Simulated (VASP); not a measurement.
Runs of VASP 6.6.1 on B. The structure is that of space group Im-3m (No. 229), or close to it. The cells are those of the table. 

```csv
task,spin,cell,k mesh,cutoff (eV),gap on the mesh (eV),pressure (GPa)
relaxation of cell and atoms,off,"relaxed from a = 2.042 Å, angles 109.5°, 1 atom",18 × 18 × 18,600,none,0.0
single point,off,"a = 1.972 Å, angles 109.5°, 1 atom",21 × 21 × 21,520,none,9.9
single point,off,"a = 1.999 Å, angles 109.5°, 1 atom",21 × 21 × 21,520,none,-0.2
single point,off,"a = 1.944 Å, angles 109.5°, 1 atom",21 × 21 × 21,520,none,(a)
single point,"non-collinear, zero start, SOC","a = 1.999 Å, angles 109.5°, 1 atom",19 × 19 × 19,520,-,-0.2
```

Alike in all rows: level PBE; potentials or basis VASP PAW PBE potentials, release 64 (B); smearing fermi-dirac 0.1 eV.

Fill in the values left out.

(a) 22.4.

A gap of «none» marks levels without a gap at the run's occupations.
